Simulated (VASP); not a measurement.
Ga, 4 atoms in the cell. It takes space group Cmce (No. 64, orthorhombic). The conventional cell has a = 4.432 Å, b = 7.598 Å, c = 4.556 Å, α = 90.00°, β = 90.00°, γ = 90.00°. Within 3.3 Å of Ga (site symmetry m) lie 7 Ga at 2.49 to 2.75 Å. 

```yaml
Program: VASP 6.6.1
Task: electric field gradients
Functional: r2SCAN
Potentials_or_basis: VASP PAW PBE potentials, release 64 (Ga_d)
Cutoff: 520 eV
k_mesh: 9 × 9 × 7
Occupations: fermi-dirac, width 0.03 eV
Spin: no spin polarisation
Dipole_correction: no
Further_INCAR_settings: ALGO = Normal; EDIFF = 1e-08; NBANDS = 34
```

Potentials or basis: VASP PAW PBE potentials, release 64 (Ga_d).

Command:

```bash
$ cat potpaw_PBE.64/Ga_d/POTCAR > POTCAR
$ cp INCAR.step1 INCAR
$ mpirun -np 1 vasp_std > vasp.out
$ cp INCAR.step2 INCAR
$ mpirun -np 1 vasp_std > vasp.out
```

Hardware: 1 × NVIDIA H100 80GB with 1 thread of Intel(R) Xeon(R) Platinum 8481C CPU @ 2.70GHz (Sapphire Rapids), with other jobs on the host.

Question: How long does it take, and how much memory?

Answer: Wall time 3.9 min on 1 × NVIDIA H100 80GB with 1 thread of Intel(R) Xeon(R) Platinum 8481C CPU @ 2.70GHz (Sapphire Rapids) (shared host), peak memory 1.3 GiB. Counts: k points 100.
